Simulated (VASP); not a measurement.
# NaMg2Si2 (P6/mmm) in VASP: notebook

Runs on NaMg2Si2. Level: PBE. Tasks: single point, relaxation of cell and atoms.

All numbers are computed with VASP 6.6.1; they aren't measurements. Logs are shortened: lines on timing, memory, paths and dates and some standing lists are left out, and cuts for length are marked.

**1. The cell of the first run**

The structure is hexagonal, space group P6/mmm (No. 191). Conventional cell: a = 5.331 Å, b = 5.331 Å, c = 5.206 Å, α = 90.00°, β = 90.00°, γ = 120.00°. Na (site symmetry 6/mmm) has 6 Mg at 3.08 Å and 12 Si at 4.03 Å within 4.1 Å. Mg (site symmetry -6m2) has 2 Si at 2.60 Å and 3 Mg at 3.08 Å and 3 Na at 3.08 Å within 3.4 Å. Si (site symmetry -6m2) has 2 Mg at 2.60 Å and 3 Si at 3.08 Å within 3.4 Å.

**2. Single point, PBE**

Contents of INCAR:

```
PREC = Accurate
ENCUT = 520
EDIFF = 1E-7
ISMEAR = 0
SIGMA = 0.1
LREAL = False
LASPH = True
NELM = 100
ALGO = Normal
ISIF = 2
LWAVE = False
LCHARG = False
GGA = PE
NBANDS = 18
```

Contents of KPOINTS:

```
regular mesh
0
Gamma
  12 12 8
```

Contents of POSCAR:

```
NaMg2Si2
1.0
    5.3306031015      0.0000000000      0.0000000000
   -2.6653015508      4.6164377034      0.0000000000
    0.0000000000      0.0000000000      5.2059221234
Na Mg Si
1 2 2
Direct
    0.0000000000      0.0000000000      0.5000000000
    0.3333333333      0.6666666667      0.5000000000
    0.6666666667      0.3333333333      0.5000000000
    0.3333333333      0.6666666667      0.0000000000
    0.6666666667      0.3333333333      0.0000000000
```

Potentials or basis: VASP PAW PBE potentials, release 64 (Na_pv, Mg, Si).

Command:

```sh
cat potpaw_PBE.64/Na_pv/POTCAR potpaw_PBE.64/Mg/POTCAR potpaw_PBE.64/Si/POTCAR > POTCAR
mpirun -np 1 vasp_std > vasp.out
```

OUTCAR:

```text
PREC = Accurate
   ENCUT = 520
   EDIFF = 1E-7
   ISMEAR = 0
   LREAL = False
   LASPH = True
   NELM = 100
   ISIF = 2
   GGA = PE

 ion  position               nearest neighbor table
   1  0.000  0.000  0.500-   2 3.08   3 3.08   3 3.08   2 3.08   3 3.08   2 3.08
   2  0.333  0.667  0.500-   4 2.60   4 2.60   3 3.08   3 3.08   1 3.08   1 3.08   1 3.08   3 3.08

   3  0.667  0.333  0.500-   5 2.60   5 2.60   2 3.08   2 3.08   1 3.08   1 3.08   1 3.08   2 3.08

   4  0.333  0.667  0.000-   2 2.60   2 2.60   5 3.08   5 3.08   5 3.08
   5  0.667  0.333  0.000-   3 2.60   3 2.60   4 3.08   4 3.08   4 3.08

  LATTYP: Found a hexagonal cell.
 ALAT       =     5.3306031015
 C/A-ratio  =     0.9766103430

  Lattice vectors:

 A1 = (   5.3306031015,   0.0000000000,   0.0000000000)
 A2 = (  -2.6653015508,   4.6164377034,   0.0000000000)
 A3 = (   0.0000000000,   0.0000000000,   5.2059221234)

Analysis of symmetry for initial positions (statically):
=====================================================================
 Subroutine PRICEL returns:
 Original cell was already a primitive cell.

 Routine SETGRP: Setting up the symmetry group for a
 hexagonal supercell.

 Subroutine GETGRP returns: Found 24 space group operations
 (whereof 24 operations were pure point group operations)
 out of a pool of 24 trial point group operations.

The static configuration has the point symmetry D_6h.

Analysis of symmetry for dynamics (positions and initial velocities):
=====================================================================
 Subroutine PRICEL returns:
 Original cell was already a primitive cell.

 Routine SETGRP: Setting up the symmetry group for a
 hexagonal supercell.

 Subroutine GETGRP returns: Found 24 space group operations
 (whereof 24 operations were pure point group operations)
 out of a pool of 24 trial point group operations.

The dynamic configuration has the point symmetry D_6h.

 Subroutine INISYM returns: Found 24 space group operations
 (whereof 24 operations are pure point group operations),
 and found     1 'primitive' translations

----------------------------------------------------------------------------------------

                                     Primitive cell

  volume of cell :     128.1094

  direct lattice vectors                    reciprocal lattice vectors
     5.330603102  0.000000000  0.000000000     0.187596034  0.108308621  0.000000000
    -2.665301551  4.616437703  0.000000000     0.000000000  0.216617241  0.000000000
     0.000000000  0.000000000  5.205922123     0.000000000  0.000000000  0.192088928

  length of vectors
     5.330603102  5.330603102  5.205922123     0.216617241  0.216617241  0.192088928

  position of ions in fractional coordinates (direct lattice)
     0.000000000  0.000000000  0.500000000
     0.333333333  0.666666667  0.500000000
     0.666666667  0.333333333  0.500000000
     0.333333333  0.666666667  0.000000000
     0.666666667  0.333333333  0.000000000

  ion indices of the primitive-cell ions
   primitive index   ion index
                 1           1
                 2           2
                 3           3
                 4           4
                 5           5

----------------------------------------------------------------------------------------

 KPOINTS: regular mesh

Automatic generation of k-mesh.
 Grid dimensions read from file:
 generate k-points for:   12   12    8

 Generating k-lattice:

  Cartesian coordinates                     Fractional coordinates (reciprocal lattice)
     0.015633003  0.009025718  0.000000000     0.083333333  0.000000000  0.000000000
     0.000000000  0.018051437  0.000000000     0.000000000  0.083333333  0.000000000
     0.000000000  0.000000000  0.024011116     0.000000000  0.000000000  0.125000000

  Length of vectors
     0.018051437  0.018051437  0.024011116

  Shift w.r.t. Gamma in fractional coordinates (k-lattice)
     0.000000000  0.000000000  0.000000000

 Subroutine IBZKPT returns following result:
 ===========================================

 Found     95 irreducible k-points:

 Following reciprocal coordinates:
            Coordinates               Weight
  0.000000  0.000000  0.000000      1.000000
  0.083333  0.000000  0.000000      6.000000
  0.166667  0.000000  0.000000      6.000000
  0.250000  0.000000  0.000000      6.000000
  0.333333  0.000000  0.000000      6.000000
  0.416667  0.000000  0.000000      6.000000
[... 16 lines left out ...]
  0.250000  0.000000  0.125000     12.000000
  0.333333  0.000000  0.125000     12.000000
 [... further k-points ...]
   k-points           NKPTS =     95   k-points in BZ     NKDIM =     95   number of bands    NBANDS=     18
   number of dos      NEDOS =    301   number of ions     NIONS =      5
   total plane-waves  NPLWV =  64000
   dimension x,y,z NGX =    40 NGY =   40 NGZ =   40
   dimension x,y,z NGXF=    80 NGYF=   80 NGZF=   80
   ions per type =               1   2   2
   NGX,Y,Z   is equivalent  to a cutoff of  12.47, 12.47, 12.77 a.u.
   NGXF,Y,Z  is equivalent  to a cutoff of  24.95, 24.95, 25.55 a.u.
 SYSTEM =  unknown system
   PREC   = accura    normal or accurate (medium, high low for compatibility)
   ISTART =      0    job   : 0-new  1-cont  2-samecut
   ICHARG =      2    charge: 1-file 2-atom 10-const
   ISPIN  =      1    spin polarized calculation?
   LNONCOLLINEAR =      F non collinear calculations
   LSORBIT =      F    spin-orbit coupling
   LASPH  =      T    aspherical Exc in radial PAW
   ENCUT  =  520.0 eV  38.22 Ry    6.18 a.u.   9.91  9.91  9.68*2*pi/ulx,y,z
   NELM   =    100;   NELMIN=  2; NELMDL= -5     # of ELM steps
   EDIFF  = 0.1E-06   stopping-criterion for ELM
   LREAL  =      F    real-space projection
   EDIFFG = 0.1E-05   stopping-criterion for IOM
   NSW    =      0    number of steps for IOM
   IBRION =     -1    ionic relax: 0-MD 1-quasi-New 2-CG
   NFREE  =      0    steps in history (QN), initial steepest desc. (CG)
   ISIF   =      2    stress and relaxation
   ISYM   =      2    0-nonsym 1-usesym 2-fastsym
   POTIM  = 0.5000    time-step for ionic-motion
   TEBEG  =    0.0;   TEEND  =   0.0 temperature during run
   PSTRESS=    0.0 pullay stress
   NELECT =      19.0000    total number of electrons
   NUPDOWN=      -1.0000    fix difference up-down
   EMIN   =  10.00;   EMAX   =-10.00  energy-range for DOS
   EFERMI =   0.00;   METHOD = LEGACY
   ISMEAR =     0;   SIGMA  =   0.10  broadening in eV -4-tet -1-fermi 0-gaus
   EFERMI_NEDOS =   21; number of points for ismear=-14 and -15
   IALGO  =     38    algorithm
   IMIX   =      4    mixing-type and parameters
     AMIX     =   0.40;   BMIX     =  1.00
     AMIX_MAG =   1.60;   BMIX_MAG =  1.00
  volume/ion in A,a.u.               =      25.62       172.90
  Fermi-wavevector in a.u.,A,eV,Ry     =   0.866561  1.637562 10.216990  0.750928
  Thomas-Fermi vector in A             =   1.984968
   LORBIT       =      0    0 simple, 1 ext, 2 COOP (PROOUT), +10 PAW based schemes
   GGA     = PE    functional components
   LHFCALC =     F    Hartree Fock is set to
   AEXX    =    0.0000 exact exchange contribution
   IVDW    =     0    specifies the selected vdW correction
   LEPSILON=     F    determine dielectric tensor
   LRPA    =     F    only Hartree local field effects (RPA)
 non-spin polarized calculation
 Gauss-broadening in eV      SIGMA  =   0.10
  energy-cutoff  :      520.00
  volume of cell :      128.11
 maximum number of plane-waves:      3486
 NGX is ok and might be reduce to    40
   NGX = 19   NGY = 19   NGZ = 19

 number of electron      19.0000010 magnetization

 Free energy of the ion-electron system (eV)
  ---------------------------------------------------
  ext. energy  EPLUGINS =         0.00000000
  ---------------------------------------------------
  free energy    TOTEN  =       -12.36901432 eV

  energy without entropy =      -12.35948896  energy(sigma->0) =      -12.36425164

 E-fermi :   2.5768     XC(G=0):  -8.1530

 val. band max:        2.5706645021   @ k =   0.3333   0.0833   0.3750
 cond. band min:       2.5787015789   @ k =   0.0000   0.0000   0.2500
 fundamental gap:      0.0080370768
 Fermi energy:         2.5767611681

 k-point     1 :       0.0000    0.0000    0.0000
  band No.  band energies     occupation
      1     -22.2168      2.00000
      2     -22.2168      2.00000
      3     -22.1615      2.00000
      4      -6.2321      2.00000
      5      -2.3769      2.00000
      6      -0.1472      2.00000
[... 10 lines left out ...]
     17       7.4777      0.00000
     18       7.5343      0.00000

 k-point     2 :       0.0833    0.0000    0.0000
  band No.  band energies     occupation
      1     -22.2169      2.00000
      2     -22.2168      2.00000
      3     -22.1615      2.00000
      4      -6.1959      2.00000
      5      -2.5161      2.00000
      6      -0.1144      2.00000
[... 10 lines left out ...]
     17       7.4245      0.00000
     18       7.5192      0.00000

 k-point     3 :       0.1667    0.0000    0.0000
  band No.  band energies     occupation
      1     -22.2170      2.00000
      2     -22.2168      2.00000
      3     -22.1615      2.00000
      4      -6.0885      2.00000
      5      -2.8655      2.00000
      6      -0.0174      2.00000
[... 10 lines left out ...]
     17       7.2813      0.00000
     18       7.3858      0.00000

 k-point     4 :       0.2500    0.0000    0.0000
  band No.  band energies     occupation
      1     -22.2172      2.00000
      2     -22.2169      2.00000
      3     -22.1615      2.00000
      4      -5.9153      2.00000
      5      -3.3095      2.00000
      6       0.1389      2.00000
[... 375 lines left out ...]
      4      -6.0395      2.00000
      5      -2.8306      2.00000
      6      -0.9461      2.00000
[... 10 lines left out ...]
     17       7.5306      0.00000
     18       7.7504      0.00000

 k-point    23 :       0.2500    0.0000    0.1250
  band No.  band energies     occupation
      1     -22.2172      2.00000
      2     -22.2169      2.00000
      3     -22.1615      2.00000
      4      -5.8672      2.00000
      5      -3.2718      2.00000
      6      -0.7598      2.00000
[... 10 lines left out ...]
     17       7.6649      0.00000
     18       8.0122      0.00000

 k-point    24 :       0.3333    0.0000    0.1250
  band No.  band energies     occupation
      1     -22.2173      2.00000
      2     -22.2169      2.00000
      3     -22.1615      2.00000
      4      -5.6428      2.00000
      5      -3.7224      2.00000
      6      -0.5124      2.00000
[... 10 lines left out ...]
     17       7.5262      0.00000
     18       8.5836      0.00000

 [... further k-points ...]
[... 5 lines left out ...]
  --------------------------------------------------------------------------------------
  -------------------------------------------------------------------------------------
  Total       -0.0251120     -0.0251120     -0.0016234      0.0000000      0.0000000      0.0000000
  in kB       -0.3140590     -0.3140590     -0.0203023      0.0000000      0.0000000      0.0000000
  external PRESSURE =      -0.2161401 kB  Pullay stress =       0.0000000 kB

 VOLUME and BASIS-vectors are now :
 -----------------------------------------------------------------------------
  energy-cutoff  :      520.00
  volume of cell :      128.11
      direct lattice vectors                 reciprocal lattice vectors
     5.330603102  0.000000000  0.000000000     0.187596034  0.108308621  0.000000000
    -2.665301551  4.616437703  0.000000000     0.000000000  0.216617241  0.000000000
     0.000000000  0.000000000  5.205922123     0.000000000  0.000000000  0.192088928

 POSITION                                       TOTAL-FORCE (eV/Angst)
 -----------------------------------------------------------------------------------
      0.00000      0.00000      2.60296        -0.000000      0.000000      0.000000
     -0.00000      3.07763      2.60296         0.000000      0.000000     -0.000000
      2.66530      1.53881      2.60296         0.000000     -0.000000      0.000000
     -0.00000      3.07763      0.00000        -0.000000     -0.000000      0.000000
      2.66530      1.53881      0.00000        -0.000000      0.000000     -0.000000
 -----------------------------------------------------------------------------------
    total drift:                               -0.000000     -0.000000     -0.000000

  FREE ENERGIE OF THE ION-ELECTRON SYSTEM (eV)
  ---------------------------------------------------
  free  energy   TOTEN  =       -12.3690143231 eV

  energy  without entropy=      -12.3594889649  energy(sigma->0) =      -12.36425164
```

It took 2.5 min on 1 thread of Intel Xeon Platinum 8259CL at 2.50GHz (Skylake/Cascade Lake), shared host; peak memory 0.39 GiB.

Results:

```yaml
Free_energy: -12.3690 eV
Pressure: 0.0 GPa
```

Levels at points of the mesh, in eV from the Fermi level:
```
           k point  band 7  band 8  band 9  band 10  band 11  band 12
(0.00, 0.00, 0.00)   -2.43   -1.83   -1.83     0.45     0.60     0.60
(0.50, 0.00, 0.00)   -1.91   -1.90   -1.10    -1.02     0.21     2.29
(0.00, 0.00, 0.50)   -1.38   -1.38   -0.63     1.00     1.00     1.35
(0.50, 0.00, 0.50)   -3.33   -1.99   -0.88     0.06     0.42     2.79
```

**3. Relaxation of cell and atoms, PBE**

Contents of INCAR:

```
SYSTEM = NaMg2Si2
PREC     = Accurate       ! precision mode
ENCUT    = 600            ! plane-wave cutoff, eV
EDIFF    = 1E-6           ! SCF threshold, eV
ISMEAR   = 0              ! smearing method
SIGMA    = 0.1            ! smearing width, eV
LREAL    = .False.        ! projectors in reciprocal space
LASPH    = .True.         ! aspherical terms in the spheres
NELM     = 100            ! most SCF steps
ALGO     = Normal         ! electronic algorithm
ISIF     = 3              ! what is computed and relaxed
LWAVE    = .False.        ! write WAVECAR
LCHARG   = .False.        ! write CHGCAR
GGA      = PE             ! functional
IBRION   = 2              ! ionic algorithm
NSW      = 100            ! ionic steps
EDIFFG   = -0.01          ! ionic threshold
```

Contents of KPOINTS:

```
regular mesh
0
Gamma
  12 12 8
  0 0 0
```

POSCAR, as its differences from that of step 2:

```diff
@@ -2,5 +2,5 @@
 1.0
-    5.3306031015      0.0000000000      0.0000000000
-   -2.6653015508      4.6164377034      0.0000000000
-    0.0000000000      0.0000000000      5.2059221234
+    5.3566272018      0.0000000000      0.0000000000
+   -2.6783136009      4.6389752353      0.0000000000
+    0.0000000000      0.0000000000      5.1509054190
 Na Mg Si
```

Potentials or basis: VASP PAW PBE potentials, release 64 (Na_pv, Mg, Si).

Command:

```sh
cat potpaw_PBE.64/Na_pv/POTCAR potpaw_PBE.64/Mg/POTCAR potpaw_PBE.64/Si/POTCAR > POTCAR
mpirun -np 1 vasp_std > vasp.out
```

Wall time 6.4 min (1 thread of Intel Xeon Platinum 8259CL at 2.50GHz (Skylake/Cascade Lake), shared host); peak memory 0.48 GiB.

It converged, with:

| Quantity | Value |
| --- | --- |
| Free energy | -12.3692 eV |
| Relaxed volume | 25.66 Å³/atom |
| Relaxed cell | a = 5.335 Å, b = 5.335 Å, c = 5.206 Å, α = 90.00°, β = 90.00°, γ = 120.00° |
| Space group after relaxing (to 0.05 Å) | P6/mmm (No. 191) |
| Energy gained by relaxing | 1.3 meV/atom |
| Ionic steps | 5 |
| Pressure after relaxing | 0.0 GPa |

The path:
| step | energy change (eV) | largest force (eV/Å) | pressure (GPa) | volume (Å³) |
| --- | --- | --- | --- | --- |
| 1 | 0.0000 | 0.0000 | 0.31 | 128.00 |
| 2 | -0.0060 | 0.0000 | -0.15 | 128.91 |
| 3 | -0.0060 | 0.0000 | -0.15 | 128.92 |
| 4 | -0.0064 | 0.0000 | -0.06 | 128.50 |
| 5 | -0.0065 | 0.0000 | -0.04 | 128.29 |

Final structure:
```cif
data_structure
_symmetry_space_group_name_H-M 'P 1'
_symmetry_Int_Tables_number 1
_cell_length_a 5.3346
_cell_length_b 5.3346
_cell_length_c 5.2055
_cell_angle_alpha 90.000
_cell_angle_beta 90.000
_cell_angle_gamma 120.000
_cell_volume 128.29
loop_
_atom_site_label
_atom_site_type_symbol
_atom_site_fract_x
_atom_site_fract_y
_atom_site_fract_z
_atom_site_occupancy
Na1 Na 0.00000 0.00000 0.50000 1
Mg1 Mg 0.33333 0.66667 0.50000 1
Mg2 Mg 0.66667 0.33333 0.50000 1
Si1 Si 0.33333 0.66667 0.00000 1
Si2 Si 0.66667 0.33333 0.00000 1
```

Levels at points of the mesh, in eV from the Fermi level:
```tsv
k point	band 5	band 6	band 7	band 8	band 9	band 10	band 11	band 12	band 13
(0.00, 0.00, 0.00)	-4.96	-2.72	-2.43	-1.83	-1.83	0.44	0.60	0.60	3.14
(0.50, 0.00, 0.00)	-6.90	-2.50	-1.91	-1.90	-1.10	-1.02	0.22	2.30	2.59
(0.00, 0.00, 0.50)	-5.40	-4.73	-1.38	-1.38	-0.64	0.99	0.99	1.35	1.35
(0.50, 0.00, 0.50)	-6.55	-4.25	-3.33	-1.98	-0.88	0.06	0.42	2.78	2.98
```
